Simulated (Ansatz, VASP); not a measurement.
Given: the input of a run of VASP 6.6.1 on Y.

File INCAR:

```
SYSTEM = Y
  PREC = Accurate
  ENCUT = 520
  EDIFF = 1E-6
  ISMEAR = -1
  SIGMA = 0.05
  LREAL = .False.
  LASPH = .True.
  NELM = 100
  ALGO = Normal
  ISIF = 2
  LWAVE = .False.
  LCHARG = .False.
  GGA = PS
  NBANDS = 30
```

File KPOINTS:

```
Automatic mesh
0
Gamma
  8 8 3
  0 0 0
```

POSCAR

```
Y
1.0
    3.6904778495      0.0000000000      0.0000000000
   -1.8452389247      3.1960475697      0.0000000000
    0.0000000000      0.0000000000     11.9999920442
Y
4
Direct
    0.6666666667      0.3333333333      0.7500000000
    0.0000000000      0.0000000000      0.5000000000
    0.3333333333      0.6666666667      0.2500000000
    0.0000000000      0.0000000000      0.0000000000
```

Potentials or basis: VASP PAW PBE potentials, release 64 (Y_sv).

Run with:

```bash
$ cat potpaw_PBE.64/Y_sv/POTCAR > POTCAR
$ mpirun -np 1 vasp_std > vasp.out
```

Question: Set up the same calculation for Ansatz 0.2.0. Potentials there: Ansatz PAW.

Answer: As run (the cutoff follows the program's own potentials):

The input input.yaml:

```yaml
crystal:
  lattice:
    - [3.6904778495, 0.0, 0.0]
    - [-1.8452389247, 3.1960475697, 0.0]
    - [0.0, 0.0, 11.9999920442]
  atoms:
    - { symbol: "Y", position: [0.6666666667, 0.3333333333, 0.75] }
    - { symbol: "Y", position: [0.0, 0.0, 0.5] }
    - { symbol: "Y", position: [0.3333333333, 0.6666666667, 0.25] }
    - { symbol: "Y", position: [0.0, 0.0, 0.0] }
hamiltonian:
  xc: pbesol
  pseudopotentials: { kind: paw }
kpoints:
  mp_grid: { grid: [8, 8, 3] }
scf:
  occupations: { method: fermi_dirac, width: 0.05 }
output:
  forces: true
  stress: true
  eigenvalues: true
```

Potentials or basis: Ansatz PAW.

Launch:

```console
$ ansatz run input.yaml --threads 2 --pin off --max-ram 5632MiB --backend cpu --events-out ev --progress --plain --runs-dir out
```

Both were run:

|  | VASP | Ansatz | Ansatz less VASP |
| --- | --- | --- | --- |
| gap on the k mesh at the Fermi level (eV) | none | none | - |
| pressure (GPa) | -4.7 | -4.6 | +0.08 |
| traceless stress, the component that is largest in VASP (GPa) | -0.39 | -0.40 | -0.006 |

VASP's potentials were made for PBE, not for PBEsol. A gap of «none» marks a metal or a gap that the smearing closes.
